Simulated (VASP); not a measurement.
# Ta (Im-3m) in VASP: notebook

Ta is run at these levels: PBE; tasks: single point.

Program: VASP 6.6.1. These are calculated values, not measurements. Logs are shortened: lines on timing, memory, paths and dates and some standing lists are left out, and cuts for length are marked.

## (1) The cell of the first run

The structure is cubic, space group Im-3m (No. 229). Conventional cell: a = 3.267 Å, b = 3.267 Å, c = 3.267 Å, α = 90.00°, β = 90.00°, γ = 90.00°. Ta (site symmetry m-3m) has 14 Ta at 2.83 to 3.27 Å within 3.7 Å.

## (2) Single point, PBE

Input file INCAR:

```
SYSTEM = Ta
  ALGO = Normal
  EDIFF = 1E-6
  ENCUT = 520
  GGA = PE
  ISIF = 2
  ISMEAR = 0
  LASPH = .True.
  LCHARG = .False.
  LREAL = .False.
  LWAVE = .False.
  NBANDS = 12
  NELM = 60
  PREC = Accurate
  SIGMA = 0.1
```

Input file KPOINTS:

```
k-points
0
Gamma
  18 18 18
  0 0 0
```

Input file POSCAR:

```
Ta
1.0
   -1.6334561038      1.6334561038      1.6334561038
    1.6334561038     -1.6334561038      1.6334561038
    1.6334561038      1.6334561038     -1.6334561038
Ta
1
Direct
    0.0000000000      0.0000000000      0.0000000000
```

Potentials or basis: VASP PAW PBE potentials, release 64 (Ta_pv).

Run with:

```bash
> cat potpaw_PBE.64/Ta_pv/POTCAR > POTCAR
> mpirun -np 1 vasp_std > vasp.out
```

OUTCAR:

```text
SYSTEM = Ta
   EDIFF = 1E-6
   ENCUT = 520
   GGA = PE
   ISIF = 2
   ISMEAR = 0
   LASPH = .True.
   LREAL = .False.
   NELM = 60
   PREC = Accurate

 ion  position               nearest neighbor table
   1  0.000  0.000  0.000-

  LATTYP: Found a body centered cubic cell.
 ALAT       =     3.2669122076

  Lattice vectors:

 A1 = (  -1.6334561038,   1.6334561038,   1.6334561038)
 A2 = (   1.6334561038,  -1.6334561038,   1.6334561038)
 A3 = (   1.6334561038,   1.6334561038,  -1.6334561038)

Analysis of symmetry for initial positions (statically):
=====================================================================
 Subroutine PRICEL returns:
 Original cell was already a primitive cell.

 Routine SETGRP: Setting up the symmetry group for a
 body centered cubic supercell.

 Subroutine GETGRP returns: Found 48 space group operations
 (whereof 48 operations were pure point group operations)
 out of a pool of 48 trial point group operations.

The static configuration has the point symmetry O_h .

Analysis of symmetry for dynamics (positions and initial velocities):
=====================================================================
 Subroutine PRICEL returns:
 Original cell was already a primitive cell.

 Routine SETGRP: Setting up the symmetry group for a
 body centered cubic supercell.

 Subroutine GETGRP returns: Found 48 space group operations
 (whereof 48 operations were pure point group operations)
 out of a pool of 48 trial point group operations.

The dynamic configuration has the point symmetry O_h .

 Subroutine INISYM returns: Found 48 space group operations
 (whereof 48 operations are pure point group operations),
 and found     1 'primitive' translations

----------------------------------------------------------------------------------------

                                     Primitive cell

  volume of cell :      17.4334

  direct lattice vectors                    reciprocal lattice vectors
    -1.633456104  1.633456104  1.633456104     0.000000000  0.306099441  0.306099441
     1.633456104 -1.633456104  1.633456104     0.306099441  0.000000000  0.306099441
     1.633456104  1.633456104 -1.633456104     0.306099441  0.306099441  0.000000000

  length of vectors
     2.829228964  2.829228964  2.829228964     0.432889981  0.432889981  0.432889981

  position of ions in fractional coordinates (direct lattice)
     0.000000000  0.000000000  0.000000000

  ion indices of the primitive-cell ions
   primitive index   ion index
                 1           1

----------------------------------------------------------------------------------------

 KPOINTS: k-points

Automatic generation of k-mesh.
 Grid dimensions read from file:
 generate k-points for:   18   18   18

 Generating k-lattice:

  Cartesian coordinates                     Fractional coordinates (reciprocal lattice)
     0.000000000  0.017005524  0.017005524     0.055555556  0.000000000  0.000000000
     0.017005524  0.000000000  0.017005524     0.000000000  0.055555556  0.000000000
     0.017005524  0.017005524  0.000000000     0.000000000  0.000000000  0.055555556

  Length of vectors
     0.024049443  0.024049443  0.024049443

  Shift w.r.t. Gamma in fractional coordinates (k-lattice)
     0.000000000  0.000000000  0.000000000

 Subroutine IBZKPT returns following result:
 ===========================================

 Found    195 irreducible k-points:

 Following reciprocal coordinates:
            Coordinates               Weight
  0.000000  0.000000  0.000000      1.000000
  0.055556  0.000000  0.000000     12.000000
  0.111111  0.000000  0.000000     12.000000
  0.166667  0.000000  0.000000     12.000000
  0.222222  0.000000  0.000000     12.000000
  0.277778  0.000000  0.000000     12.000000
[... 16 lines left out ...]
  0.333333  0.111111 -0.000000     48.000000
  0.388889  0.111111  0.000000     48.000000
 [... further k-points ...]
   k-points           NKPTS =    195   k-points in BZ     NKDIM =    195   number of bands    NBANDS=     12
   number of dos      NEDOS =    301   number of ions     NIONS =      1
   total plane-waves  NPLWV =  13824
   dimension x,y,z NGX =    24 NGY =   24 NGZ =   24
   dimension x,y,z NGXF=    48 NGYF=   48 NGZF=   48
   ions per type =               1
   NGX,Y,Z   is equivalent  to a cutoff of  14.10, 14.10, 14.10 a.u.
   NGXF,Y,Z  is equivalent  to a cutoff of  28.20, 28.20, 28.20 a.u.
 SYSTEM =  Ta
   PREC   = accura    normal or accurate (medium, high low for compatibility)
   ISTART =      0    job   : 0-new  1-cont  2-samecut
   ICHARG =      2    charge: 1-file 2-atom 10-const
   ISPIN  =      1    spin polarized calculation?
   LNONCOLLINEAR =      F non collinear calculations
   LSORBIT =      F    spin-orbit coupling
   LASPH  =      T    aspherical Exc in radial PAW
   ENCUT  =  520.0 eV  38.22 Ry    6.18 a.u.   5.26  5.26  5.26*2*pi/ulx,y,z
   NELM   =     60;   NELMIN=  2; NELMDL= -5     # of ELM steps
   EDIFF  = 0.1E-05   stopping-criterion for ELM
   LREAL  =      F    real-space projection
   EDIFFG = 0.1E-04   stopping-criterion for IOM
   NSW    =      0    number of steps for IOM
   IBRION =     -1    ionic relax: 0-MD 1-quasi-New 2-CG
   NFREE  =      0    steps in history (QN), initial steepest desc. (CG)
   ISIF   =      2    stress and relaxation
   ISYM   =      2    0-nonsym 1-usesym 2-fastsym
   POTIM  = 0.5000    time-step for ionic-motion
   TEBEG  =    0.0;   TEEND  =   0.0 temperature during run
   PSTRESS=    0.0 pullay stress
   NELECT =      11.0000    total number of electrons
   NUPDOWN=      -1.0000    fix difference up-down
   EMIN   =  10.00;   EMAX   =-10.00  energy-range for DOS
   EFERMI =   0.00;   METHOD = LEGACY
   ISMEAR =     0;   SIGMA  =   0.10  broadening in eV -4-tet -1-fermi 0-gaus
   EFERMI_NEDOS =   21; number of points for ismear=-14 and -15
   IALGO  =     38    algorithm
   IMIX   =      4    mixing-type and parameters
     AMIX     =   0.40;   BMIX     =  1.00
     AMIX_MAG =   1.60;   BMIX_MAG =  1.00
  volume/ion in A,a.u.               =      17.43       117.65
  Fermi-wavevector in a.u.,A,eV,Ry     =   1.404144  2.653447 26.825517  1.971620
  Thomas-Fermi vector in A             =   2.526735
   LORBIT       =      0    0 simple, 1 ext, 2 COOP (PROOUT), +10 PAW based schemes
   GGA     = PE    functional components
   LHFCALC =     F    Hartree Fock is set to
   AEXX    =    0.0000 exact exchange contribution
   IVDW    =     0    specifies the selected vdW correction
   LEPSILON=     F    determine dielectric tensor
   LRPA    =     F    only Hartree local field effects (RPA)
 non-spin polarized calculation
 Gauss-broadening in eV      SIGMA  =   0.10
  energy-cutoff  :      520.00
  volume of cell :       17.43
 maximum number of plane-waves:       480
 NGX is ok and might be reduce to    24
   NGX = 11   NGY = 11   NGZ = 11

 number of electron      11.0000001 magnetization

 Free energy of the ion-electron system (eV)
  ---------------------------------------------------
  ext. energy  EPLUGINS =         0.00000000
  ---------------------------------------------------
  free energy    TOTEN  =       -11.78993207 eV

  energy without entropy =      -11.78407419  energy(sigma->0) =      -11.78700313

 E-fermi :   5.7661     XC(G=0): -12.7853

 val. band max:        5.7652588041   @ k =  -0.1667   0.2222   0.0556
 cond. band min:       5.7717211947   @ k =   0.1111   0.1111   0.0000
 fundamental gap:      0.0064623906
 Fermi energy:         5.7660913727

 k-point     1 :       0.0000    0.0000    0.0000
  band No.  band energies     occupation
      1     -27.1828      2.00000
      2     -27.1828      2.00000
      3     -27.1828      2.00000
      4      -2.2867      2.00000
      5       6.4900      0.00000
      6       6.4900      0.00000
      7       6.4900      0.00000
      8       9.8799      0.00000
      9       9.8799      0.00000
     10      20.5698      0.00000
     11      20.9186      0.00000
     12      20.9186      0.00000

 k-point     2 :       0.0556    0.0000    0.0000
  band No.  band energies     occupation
      1     -27.2260      2.00000
      2     -27.1959      2.00000
      3     -27.1830      2.00000
      4      -2.1424      2.00000
      5       6.3948      0.00000
      6       6.4633      0.00000
      7       6.6313      0.00000
      8       9.7210      0.00000
      9       9.8794      0.00000
     10      20.5701      0.00000
     11      21.0517      0.00000
     12      21.1706      0.00000

 k-point     3 :       0.1111    0.0000    0.0000
  band No.  band energies     occupation
      1     -27.3490      2.00000
      2     -27.2335      2.00000
      3     -27.1838      2.00000
      4      -1.7252      2.00000
      5       6.1331      0.00000
      6       6.3503      0.00000
      7       7.0508      0.00000
      8       9.3913      0.00000
      9       9.8863      0.00000
     10      20.5695      0.00000
     11      21.3897      0.00000
     12      21.9008      0.00000

 k-point     4 :       0.1667    0.0000    0.0000
  band No.  band energies     occupation
      1     -27.5331      2.00000
      2     -27.2907      2.00000
      3     -27.1850      2.00000
      4      -1.0850      2.00000
      5       5.7626      1.03949
      6       6.0986      0.00000
      7       7.7354      0.00000
      8       9.1689      0.00000
      9       9.9215      0.00000
     10      20.5690      0.00000
     11      21.6997      0.00000
     12      23.0454      0.00000

 k-point     5 :       0.2222    0.0000    0.0000
  band No.  band energies     occupation
      1     -27.7523      2.00000
      2     -27.3601      2.00000
      3     -27.1865      2.00000
      4      -0.3151      2.00000
      5       5.3489      2.00000
      6       5.7724      0.92850
      7       8.6615      0.00000
      8       9.1899      0.00000
      9      10.0067      0.00000
     10      20.5676      0.00000
     11      21.5360      0.00000
     12      23.4862      0.00000
[... 228 lines left out ...]
      1     -28.0075      2.00000
      2     -27.4463      2.00000
      3     -27.2410      2.00000
      4       0.7979      2.00000
      5       4.9215      2.00000
      6       5.2625      2.00000
      7       8.9976      0.00000
      8      10.3601      0.00000
      9      10.5333      0.00000
     10      20.5496      0.00000
     11      20.8620      0.00000
     12      22.5380      0.00000

 k-point    22 :       0.2778    0.1111   -0.0000
  band No.  band energies     occupation
      1     -28.1815      2.00000
      2     -27.5278      2.00000
      3     -27.2450      2.00000
      4       1.3563      2.00000
      5       4.6102      2.00000
      6       5.3818      2.00000
      7       9.2909      0.00000
      8      10.6653      0.00000
      9      11.6482      0.00000
     10      19.6659      0.00000
     11      20.5662      0.00000
     12      21.2178      0.00000

 k-point    23 :       0.3333    0.1111   -0.0000
  band No.  band energies     occupation
      1     -28.3195      2.00000
      2     -27.5947      2.00000
      3     -27.2478      2.00000
      4       1.6015      2.00000
      5       4.3846      2.00000
      6       5.8842      0.09492
      7       9.5656      0.00000
      8      10.7993      0.00000
      9      12.9259      0.00000
     10      18.6333      0.00000
     11      19.8322      0.00000
     12      20.5868      0.00000

 k-point    24 :       0.3889    0.1111    0.0000
  band No.  band energies     occupation
      1     -28.4079      2.00000
      2     -27.6385      2.00000
      3     -27.2495      2.00000
      4       1.6464      2.00000
      5       4.2457      2.00000
      6       6.5065      0.00000
      7       9.6403      0.00000
      8      10.9992      0.00000
      9      13.9745      0.00000
     10      17.7350      0.00000
     11      18.9909      0.00000
     12      20.5800      0.00000

 [... further k-points ...]

------------------------ aborting loop because EDIFF is reached ----------------------------------------

  FORCE on cell =-STRESS in cart. coord.  units (eV):
  Direction    XX          YY          ZZ          XY          YZ          ZX
  --------------------------------------------------------------------------------------
  -------------------------------------------------------------------------------------
  Total        1.1075993      1.1075993      1.1075993      0.0000000      0.0000000     -0.0000000
  in kB      101.7913463    101.7913463    101.7913463      0.0000000      0.0000000     -0.0000000
  external PRESSURE =     101.7913463 kB  Pullay stress =       0.0000000 kB

 VOLUME and BASIS-vectors are now :
 -----------------------------------------------------------------------------
  energy-cutoff  :      520.00
  volume of cell :       17.43
      direct lattice vectors                 reciprocal lattice vectors
    -1.633456104  1.633456104  1.633456104     0.000000000  0.306099441  0.306099441
     1.633456104 -1.633456104  1.633456104     0.306099441  0.000000000  0.306099441
     1.633456104  1.633456104 -1.633456104     0.306099441  0.306099441  0.000000000

 POSITION                                       TOTAL-FORCE (eV/Angst)
 -----------------------------------------------------------------------------------
      0.00000      0.00000      0.00000         0.000000      0.000000     -0.000000
 -----------------------------------------------------------------------------------
    total drift:                                0.000000      0.000000      0.000000

  FREE ENERGIE OF THE ION-ELECTRON SYSTEM (eV)
  ---------------------------------------------------
  free  energy   TOTEN  =       -11.7899320657 eV

  energy  without entropy=      -11.7840741913  energy(sigma->0) =      -11.78700313
```

Run time: 17 s. Hardware: 1 thread of Intel Xeon Platinum 8559C (Emerald Rapids), shared host; peak memory 0.17 GiB.

Results:

```
Free energy : -11.7899 eV
Pressure    : 10.2 GPa
```

Caveat: spin-orbit coupling is left out, which moves the levels of the heavy elements.

## (3) Single point, PBE

This run uses another cell than the first one, of 17.83 Å³/atom, 1.023 times its volume.

Input file INCAR:

```
ALGO     = Normal         # electronic algorithm
EDIFF    = 1E-7           # SCF threshold, eV
ENCUT    = 520            # plane-wave cutoff, eV
GGA      = PE             # functional
ISIF     = 2              # what is computed and relaxed
ISMEAR   = 0              # smearing method
LASPH    = T              # aspherical terms in the spheres
LCHARG   = F              # write CHGCAR
LREAL    = F              # projectors in reciprocal space
LWAVE    = F              # write WAVECAR
NBANDS   = 12             # bands
NELM     = 80             # most SCF steps
PREC     = Accurate       # precision mode
SIGMA    = 0.1            # smearing width, eV
```

Input file KPOINTS:

```
k-points
0
Gamma
  18 18 18
```

Input file POSCAR:

```
Ta
1.0
   -1.6457131610      1.6457131610      1.6457131610
    1.6457131610     -1.6457131610      1.6457131610
    1.6457131610      1.6457131610     -1.6457131610
Ta
1
Direct
    0.0000000000      0.0000000000      0.0000000000
```

Potentials or basis: VASP PAW PBE potentials, release 64 (Ta_pv).

Run with:

```bash
> cat potpaw_PBE.64/Ta_pv/POTCAR > POTCAR
> mpirun -np 1 vasp_std > vasp.out
```

Run time: 18 s. Hardware: 1 thread of Intel Xeon Platinum 8559C (Emerald Rapids), shared host; peak memory 0.17 GiB.

Results (log left out):

```
Free energy : -11.8089 eV
Pressure    : 5.2 GPa
```

Levels at points of the mesh, in eV from the Fermi level:
| k point | band 1 | band 2 | band 3 | band 4 | band 5 | band 6 | band 7 | band 8 | band 9 | band 10 |
| --- | --- | --- | --- | --- | --- | --- | --- | --- | --- | --- |
| (0.00, 0.00, 0.00) | -33.04 | -33.04 | -33.04 | -7.97 | 0.72 | 0.72 | 0.72 | 4.03 | 4.03 | 14.72 |
| (0.50, 0.00, 0.00) | -34.25 | -33.43 | -33.05 | -4.43 | -1.58 | 1.62 | 3.92 | 4.96 | 7.89 | 11.89 |
| (0.50, 0.50, 0.50) | -33.88 | -33.88 | -33.88 | -3.88 | -3.88 | 6.91 | 6.91 | 6.91 | 8.74 | 8.74 |

Caveat: spin-orbit coupling is left out, which moves the levels of the heavy elements.
